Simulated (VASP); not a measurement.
Here is a VASP 6.6.1 calculation.

The input INCAR:

```
  PREC = Accurate
  ENCUT = 520
  EDIFF = 1E-6
  ISMEAR = 0
  SIGMA = 0.1
  LREAL = False
  LASPH = True
  NELM = 80
  ALGO = Normal
  ISIF = 2
  LWAVE = False
  LCHARG = True
  GGA = PE
  LELF = True
  LVHAR = True
  NBANDS = 32
```

KPOINTS

```
Automatic mesh
0
Gamma
  6 6 4
```

File POSCAR:

```
YZr2O2
1.0
    4.1826983200      0.0000000000      0.0000000000
   -2.0913491600      3.6223230000      0.0000000000
    0.0000000000      0.0000000000      5.2341430000
Y Zr O
1 2 2
Direct
    0.6666666700      0.3333333300      0.5000000000
    0.3333333300      0.6666666700      0.6917512100
    0.3333333300      0.6666666700      0.3082487900
    0.6666666700      0.3333333300      0.0000000000
    0.3333333300      0.6666666700      0.0000000000
```

Potentials or basis: VASP PAW PBE potentials, release 64 (Y_sv, Zr_sv, O).

Launch:

```sh
$ cat potpaw_PBE.64/Y_sv/POTCAR potpaw_PBE.64/Zr_sv/POTCAR potpaw_PBE.64/O/POTCAR > POTCAR
$ mpirun -np 1 vasp_std > vasp.out
```

(1) Predict the largest force.

(2) What does it give for the pressure?

(3) Estimate the band gap on the k mesh.

## Answers

(1) 4.497 eV/Å.

(2) 80.4 GPa.

(3) zero (an odd number of electrons rules out a gap without spin polarisation).

Caveat: the cell stands under pressure; an odd number of electrons without spin polarisation forces a metal; a magnetic or distorted state may lie lower.
